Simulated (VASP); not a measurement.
Runs of VASP 6.6.1 on Ta2H. The structure is tetragonal, space group P-4m2 (No. 115). The conventional cell has a = 3.372 Å, b = 3.372 Å, c = 3.410 Å, α = 90.00°, β = 90.00°, γ = 90.00°. Within 2.5 Å of Ta (site symmetry 2mm) lie 2 H at 1.90 Å. H (site symmetry -4m2) has 4 Ta at 1.90 Å within 2.5 Å. 

```tsv
smearing	gap on the mesh (eV)	pressure (GPa)	largest force (eV/Å)
gaussian 0.1 eV	none	(a)	0.08
gaussian 0.5 eV	none	-3.8	0.07
gaussian 0.3 eV	none	-4.1	0.08
gaussian 0.2 eV	none	(b)	0.08
```

Alike in all rows: task single point; level PBEsol; potentials or basis VASP PAW PBE potentials, release 64 (Ta_pv, H); no spin polarisation; cell as given; k mesh 8 × 8 × 8; cutoff (eV) 520.

Q: Fill in the values left out.

A: (a) -4.3; (b) -4.2.

Caveats: the PAW data sets were made with another functional, which shifts forces and pressure a little; spin-orbit coupling is left out, which moves the levels of the heavy elements.

A k mesh can miss the band edges, and the runs leave out spin-orbit coupling on Ta.

A gap of «none» marks levels without a gap at the run's occupations.
